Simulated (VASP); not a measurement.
# SiC in VASP: a series of runs

The runs below take SiC through single point, with PBE+D3(BJ).

Program: VASP 6.6.1. These are calculated values, not measurements. Logs are shortened: lines on timing, memory, paths and dates and some standing lists are left out, and cuts for length are marked.

## (1) The cell of the first run

The cell holds a slab with vacuum, 40 atoms: a = 6.150 Å, b = 8.697 Å, c = 22.150 Å, α = 90.00°, β = 90.00°, γ = 90.00°.

## (2) Single point, PBE+D3(BJ)

INCAR reads:

```
PREC = Accurate
ENCUT = 520
EDIFF = 1E-7
ISMEAR = 0
SIGMA = 0.05
LREAL = Auto
LASPH = True
NELM = 80
ALGO = Normal
ISIF = 2
LWAVE = False
LCHARG = True
LDIPOL = True
IDIPOL = 3
DIPOL = 0.5 0.5 0.499
GGA = PE
IVDW = 12
LELF = True
LVHAR = True
LVACPOTAV = True
NBANDS = 106
```

KPOINTS reads:

```
Automatic mesh
0
Gamma
  3 2 1
```

POSCAR reads:

```
SiC
1.0
    6.1499993395      0.0000000000      0.0000000000
    0.0000000000      8.6974124746      0.0000000000
    0.0000000000      0.0000000000     22.1499993395
Si C
20 20
Direct
    0.2500000000      0.7500000000      0.3611738257
    0.2500000000      0.2500000000      0.3611738257
    0.7500000000      0.7500000000      0.3611738257
    0.7500000000      0.2500000000      0.3611738257
    0.5000000000      0.5000000000      0.4305869128
    0.5000000000      0.0000000000      0.4305869128
    0.0000000000      0.5000000000      0.4305869128
    0.0000000000      0.0000000000      0.4305869128
    0.7500000000      0.2458309747      0.4993121423
    0.7500000000      0.7458309747      0.4993121423
    0.2500000000      0.2458309747      0.4993121423
    0.2500000000      0.7458309747      0.4993121423
    0.0000000000     -0.0017934457      0.5721379780
    0.0000000000      0.4982065543      0.5721379780
    0.5000000000     -0.0017934457      0.5721379780
    0.5000000000      0.4982065543      0.5721379780
    0.2500000000      0.7227765061      0.6281343851
    0.2500000000      0.2227765061      0.6281343851
    0.7500000000      0.7227765061      0.6281343851
    0.7500000000      0.2227765061      0.6281343851
    0.5000000000      0.1250000000      0.3611738257
    0.5000000000      0.6250000000      0.3611738257
    0.0000000000      0.1250000000      0.3611738257
    0.0000000000      0.6250000000      0.3611738257
    0.7500000000      0.8750000000      0.4305869128
    0.7500000000      0.3750000000      0.4305869128
    0.2500000000      0.8750000000      0.4305869128
    0.2500000000      0.3750000000      0.4305869128
    0.0000000000      0.6217759284      0.5007512556
    0.0000000000      0.1217759284      0.5007512556
    0.5000000000      0.6217759284      0.5007512556
    0.5000000000      0.1217759284      0.5007512556
    0.2500000000      0.3754557650      0.5699625868
    0.2500000000      0.8754557650      0.5699625868
    0.7500000000      0.3754557650      0.5699625868
    0.7500000000      0.8754557650      0.5699625868
    0.5000000000      0.1246886948      0.6399224825
    0.5000000000      0.6246886948      0.6399224825
    0.0000000000      0.1246886948      0.6399224825
    0.0000000000      0.6246886948      0.6399224825
```

Potentials or basis: VASP PAW PBE potentials, release 64 (Si, C).

Launch:

```
> cat potpaw_PBE.64/Si/POTCAR potpaw_PBE.64/C/POTCAR > POTCAR
> mpirun -np 1 vasp_std > vasp.out
```

OUTCAR:

```text
PREC = Accurate
   ENCUT = 520
   EDIFF = 1E-7
   ISMEAR = 0
   LREAL = Auto
   LASPH = True
   NELM = 80
   ISIF = 2
   GGA = PE
   IVDW = 12
 IVDW          = 12

 ion  position               nearest neighbor table
   1  0.250  0.750  0.361-  27 1.88  24 1.88  22 1.88  12 3.06   5 3.07   6 3.07   7 3.07   8 3.07
                             3 3.07   3 3.07
   2  0.250  0.250  0.361-  28 1.88  23 1.88  21 1.88  11 3.06   5 3.07   6 3.07   7 3.07   8 3.07
                             4 3.07   4 3.07
   3  0.750  0.750  0.361-  25 1.88  24 1.88  22 1.88  10 3.06   5 3.07   6 3.07   7 3.07   8 3.07
                             1 3.07   1 3.07
   4  0.750  0.250  0.361-  26 1.88  23 1.88  21 1.88   9 3.06   5 3.07   6 3.07   7 3.07   8 3.07
                             2 3.07   2 3.07
   5  0.500  0.500  0.431-  31 1.88  22 1.88  28 1.88  26 1.88  10 3.04  12 3.04   3 3.07   4 3.07
                             1 3.07   2 3.07   7 3.07   7 3.07   9 3.09  11 3.09  16 3.14
   6  0.500  0.000  0.431-  32 1.88  21 1.88  27 1.88  25 1.88   9 3.04  11 3.04   3 3.07   4 3.07
                             1 3.07   2 3.07   8 3.07   8 3.07  12 3.09  10 3.09  15 3.14
   7  0.000  0.500  0.431-  29 1.88  24 1.88  28 1.88  26 1.88  10 3.04  12 3.04   3 3.07   4 3.07
                             1 3.07   2 3.07   5 3.07   5 3.07   9 3.09  11 3.09  14 3.14
   8  0.000  0.000  0.431-  30 1.88  23 1.88  27 1.88  25 1.88   9 3.04  11 3.04   3 3.07   4 3.07
                             1 3.07   2 3.07   6 3.07   6 3.07  12 3.09  10 3.09  13 3.14
   9  0.750  0.246  0.499-  30 1.88  32 1.88  26 1.89  35 1.93  20 2.86   8 3.04   6 3.04   4 3.06
[... 51 lines left out ...]
 A1 = (   6.1499993395,   0.0000000000,   0.0000000000)
 A2 = (   0.0000000000,   8.6974124746,   0.0000000000)
 A3 = (   0.0000000000,   0.0000000000,  22.1499993395)

Analysis of symmetry for initial positions (statically):
=====================================================================
 Subroutine PRICEL returns following result:

  LATTYP: Found a simple orthorhombic cell.
 ALAT       =     3.0749996697
 B/A-ratio  =     1.4142135624
 C/A-ratio  =     7.2032525913

  Lattice vectors:

 A1 = (   3.0749996697,   0.0000000000,   0.0000000000)
 A2 = (   0.0000000000,   4.3487062373,   0.0000000000)
 A3 = (   0.0000000000,   0.0000000000,  22.1499993395)

   4 primitive cells build up your supercell.

 Routine SETGRP: Setting up the symmetry group for a
 simple orthorhombic supercell.

 Subroutine GETGRP returns: Found  2 space group operations
 (whereof  2 operations were pure point group operations)
 out of a pool of  8 trial point group operations.

The static configuration has the point symmetry C_1h.

Analysis of symmetry for dynamics (positions and initial velocities):
=====================================================================
 Subroutine PRICEL returns following result:

  LATTYP: Found a simple orthorhombic cell.
 ALAT       =     3.0749996697
 B/A-ratio  =     1.4142135624
 C/A-ratio  =     7.2032525913

  Lattice vectors:

 A1 = (   3.0749996697,   0.0000000000,   0.0000000000)
 A2 = (   0.0000000000,   4.3487062373,   0.0000000000)
 A3 = (   0.0000000000,   0.0000000000,  22.1499993395)

   4 primitive cells build up your supercell.

 Routine SETGRP: Setting up the symmetry group for a
 simple orthorhombic supercell.

 Subroutine GETGRP returns: Found  2 space group operations
 (whereof  2 operations were pure point group operations)
 out of a pool of  8 trial point group operations.

The dynamic configuration has the point symmetry C_1h.

 Subroutine INISYM returns: Found  2 space group operations
 (whereof  2 operations are pure point group operations),
 and found     4 'primitive' translations

----------------------------------------------------------------------------------------

                                     Primitive cell

  volume of cell :     296.1958

  direct lattice vectors                    reciprocal lattice vectors
     3.074999670  0.000000000  0.000000000     0.325203287  0.000000000  0.000000000
     0.000000000  4.348706237  0.000000000     0.000000000  0.229953449  0.000000000
     0.000000000  0.000000000 22.149999340     0.000000000  0.000000000  0.045146728

  length of vectors
[... 27 lines left out ...]
----------------------------------------------------------------------------------------

 KPOINTS: Automatic mesh

Automatic generation of k-mesh.
 Grid dimensions read from file:
 generate k-points for:    3    2    1

 Generating k-lattice:

  Cartesian coordinates                     Fractional coordinates (reciprocal lattice)
     0.054200548  0.000000000  0.000000000     0.333333333  0.000000000  0.000000000
     0.000000000  0.057488362  0.000000000     0.000000000  0.500000000  0.000000000
     0.000000000  0.000000000  0.045146728     0.000000000  0.000000000  1.000000000

  Length of vectors
     0.054200548  0.057488362  0.045146728

  Shift w.r.t. Gamma in fractional coordinates (k-lattice)
     0.000000000  0.000000000  0.000000000

 Subroutine IBZKPT returns following result:
 ===========================================

 Found      4 irreducible k-points:

 Following reciprocal coordinates:
            Coordinates               Weight
  0.000000  0.000000  0.000000      1.000000
  0.333333  0.000000  0.000000      2.000000
  0.000000  0.500000  0.000000      1.000000
  0.333333  0.500000  0.000000      2.000000
   k-points           NKPTS =      4   k-points in BZ     NKDIM =      4   number of bands    NBANDS=    106
   number of dos      NEDOS =    301   number of ions     NIONS =     40
   total plane-waves  NPLWV = 564480
   dimension x,y,z NGX =    48 NGY =   70 NGZ =  168
   dimension x,y,z NGXF=    96 NGYF=  140 NGZF=  336
   ions per type =              20  20
   NGX,Y,Z   is equivalent  to a cutoff of  12.98, 13.38, 12.61 a.u.
   NGXF,Y,Z  is equivalent  to a cutoff of  25.95, 26.76, 25.22 a.u.
 SYSTEM =  unknown system
   PREC   = accura    normal or accurate (medium, high low for compatibility)
   ISTART =      0    job   : 0-new  1-cont  2-samecut
   ICHARG =      2    charge: 1-file 2-atom 10-const
   ISPIN  =      1    spin polarized calculation?
   LNONCOLLINEAR =      F non collinear calculations
   LSORBIT =      F    spin-orbit coupling
   LASPH  =      T    aspherical Exc in radial PAW
   ENCUT  =  520.0 eV  38.22 Ry    6.18 a.u.  11.43 16.17 41.18*2*pi/ulx,y,z
   NELM   =     80;   NELMIN=  2; NELMDL= -5     # of ELM steps
   EDIFF  = 0.1E-06   stopping-criterion for ELM
   LREAL  =      T    real-space projection
   EDIFFG = 0.1E-05   stopping-criterion for IOM
   NSW    =      0    number of steps for IOM
   IBRION =     -1    ionic relax: 0-MD 1-quasi-New 2-CG
   NFREE  =      0    steps in history (QN), initial steepest desc. (CG)
   ISIF   =      2    stress and relaxation
   ISYM   =      2    0-nonsym 1-usesym 2-fastsym
   POTIM  = 0.5000    time-step for ionic-motion
   TEBEG  =    0.0;   TEEND  =   0.0 temperature during run
   PSTRESS=    0.0 pullay stress
   NELECT =     160.0000    total number of electrons
   NUPDOWN=      -1.0000    fix difference up-down
   EMIN   =  10.00;   EMAX   =-10.00  energy-range for DOS
   EFERMI =   0.00;   METHOD = LEGACY
   ISMEAR =     0;   SIGMA  =   0.05  broadening in eV -4-tet -1-fermi 0-gaus
   EFERMI_NEDOS =   21; number of points for ismear=-14 and -15
   IALGO  =     38    algorithm
   IMIX   =      4    mixing-type and parameters
     AMIX     =   0.40;   BMIX     =  1.00
     AMIX_MAG =   1.60;   BMIX_MAG =  1.00
  volume/ion in A,a.u.               =      29.62       199.88
  Fermi-wavevector in a.u.,A,eV,Ry     =   0.839915  1.587209  9.598322  0.705457
  Thomas-Fermi vector in A             =   1.954211
   LORBIT       =      0    0 simple, 1 ext, 2 COOP (PROOUT), +10 PAW based schemes
   GGA     = PE    functional components
   LHFCALC =     F    Hartree Fock is set to
   AEXX    =    0.0000 exact exchange contribution
   IVDW    =    12    specifies the selected vdW correction
   LEPSILON=     F    determine dielectric tensor
   LRPA    =     F    only Hartree local field effects (RPA)
 non-spin polarized calculation
 Gauss-broadening in eV      SIGMA  =   0.05
  energy-cutoff  :      520.00
  volume of cell :     1184.78
 maximum number of plane-waves:     31972
 NGX is ok and might be reduce to    48
   NGX = 23   NGY = 33   NGZ = 83

 dipolmoment           0.000000      0.000000     -0.000014 electrons x Angstroem

 number of electron     159.9999990 magnetization

 dipolmoment           0.000000      0.000000      0.058480 electrons x Angstroem

 Free energy of the ion-electron system (eV)
  ---------------------------------------------------
  ext. energy  EPLUGINS =         0.00000000
  ---------------------------------------------------
  free energy    TOTEN  =      -278.72731405 eV

  energy without entropy =     -278.71025718  energy(sigma->0) =     -278.71878561

 E-fermi :  -0.2165     XC(G=0):  -4.7794

 val. band max:       -0.2186747661   @ k =   0.0000   0.0000   0.0000
 cond. band min:      -0.1790068506   @ k =   0.0000   0.0000   0.0000
 fundamental gap:      0.0396679155
 Fermi energy:        -0.2165045054

 k-point     1 :       0.0000    0.0000    0.0000
  band No.  band energies     occupation
      1     -16.1322      2.00000
      2     -14.8976      2.00000
      3     -14.6594      2.00000
      4     -14.4702      2.00000
      5     -13.6132      2.00000
      6     -13.4077      2.00000
[... 369 lines left out ...]
     91       3.2956      0.00000
     92       3.2956      0.00000
 [bands above 92 left out]

------------------------ aborting loop because EDIFF is reached ----------------------------------------

 Edisp (eV)   -9.24146

 E8    (eV) :    -3.5977

  FORCE on cell =-STRESS in cart. coord.  units (eV):
  Direction    XX          YY          ZZ          XY          YZ          ZX
  --------------------------------------------------------------------------------------
  -------------------------------------------------------------------------------------
  Total      -1.19059   -11.91222    -6.97415     0.00000     6.61283     0.00000
  in kB      -1.61003   -16.10885    -9.43111     0.00000     8.94250     0.00000
  external pressure =       -9.05 kB  Pullay stress =        0.00 kB

 VOLUME and BASIS-vectors are now :
 -----------------------------------------------------------------------------
  energy-cutoff  :      520.00
  volume of cell :     1184.78
      direct lattice vectors                 reciprocal lattice vectors
     6.149999339  0.000000000  0.000000000     0.162601643  0.000000000  0.000000000
     0.000000000  8.697412475  0.000000000     0.000000000  0.114976725  0.000000000
     0.000000000  0.000000000 22.149999339     0.000000000  0.000000000  0.045146728

 POSITION                                       TOTAL-FORCE (eV/Angst)
 -----------------------------------------------------------------------------------
      1.53750      6.52306      8.00000        -0.000000     -2.855714      1.638834
      1.53750      2.17435      8.00000        -0.000000     -2.855714      1.638834
      4.61250      6.52306      8.00000        -0.000000     -2.855714      1.638834
      4.61250      2.17435      8.00000         0.000000     -2.855714      1.638834
      3.07500      4.34871      9.53750         0.000000      0.292641     -0.783349
      3.07500      0.00000      9.53750         0.000000      0.292641     -0.783349
[... 32 lines left out ...]
      0.00000      1.08447     14.17428         0.000000      0.009080     -0.011016
      0.00000      5.43318     14.17428         0.000000      0.009080     -0.011016
 -----------------------------------------------------------------------------------
    total drift:                                0.000000      0.031672      0.013428

  FREE ENERGIE OF THE ION-ELECTRON SYSTEM (eV)
  ---------------------------------------------------
  free  energy   TOTEN  =      -287.9687755430 eV

  energy  without entropy=     -287.9517186711  energy(sigma->0) =     -287.96024711

 vacuum level on the upper side and lower side of the slab         4.971         4.773
```

It took 31 min on 1 thread of Intel Xeon Platinum 8259CL at 2.50GHz (Skylake/Cascade Lake), shared host; peak memory 1.2 GiB.

What came out:

- Free energy: -287.9688 eV
- Largest force: 3.293 eV/Å
- Band gap on the k mesh: 0.01 eV
- Dispersion energy per atom: -0.231 eV

Forces in eV/Å, atoms in the order of the input:
```
Si   0.000 -2.856  1.639
Si   0.000 -2.856  1.639
Si   0.000 -2.856  1.639
Si   0.000 -2.856  1.639
Si   0.000  0.293 -0.783
Si   0.000  0.293 -0.783
Si   0.000  0.293 -0.783
Si   0.000  0.293 -0.783
Si   0.000  0.008  0.010
Si   0.000  0.008  0.010
Si   0.000  0.008  0.010
Si   0.000  0.008  0.010
Si   0.000 -0.013  0.009
Si   0.000 -0.013  0.009
Si   0.000 -0.013  0.009
Si   0.000 -0.013  0.009
Si   0.000  0.009 -0.010
Si   0.000  0.009 -0.010
Si   0.000  0.009 -0.010
Si   0.000  0.009 -0.010
C    0.000  1.824 -0.552
C    0.000  1.824 -0.552
C    0.000  1.824 -0.552
C    0.000  1.824 -0.552
C    0.000  0.723 -0.309
C    0.000  0.723 -0.309
C    0.000  0.723 -0.309
C    0.000  0.723 -0.309
C    0.000 -0.007  0.003
C    0.000 -0.007  0.003
C    0.000 -0.007  0.003
C    0.000 -0.007  0.003
C    0.000  0.010  0.005
C    0.000  0.010  0.005
C    0.000  0.010  0.005
C    0.000  0.010  0.005
C    0.000  0.009 -0.011
C    0.000  0.009 -0.011
C    0.000  0.009 -0.011
C    0.000  0.009 -0.011
```

Caveat: the smearing spreads over this small gap; semilocal functionals underestimate gaps, and a narrow one can read as zero.

(Part 1 of 2 ends here.)

The gap in the log of VASP goes by the Fermi energy; the results here count the filled bands.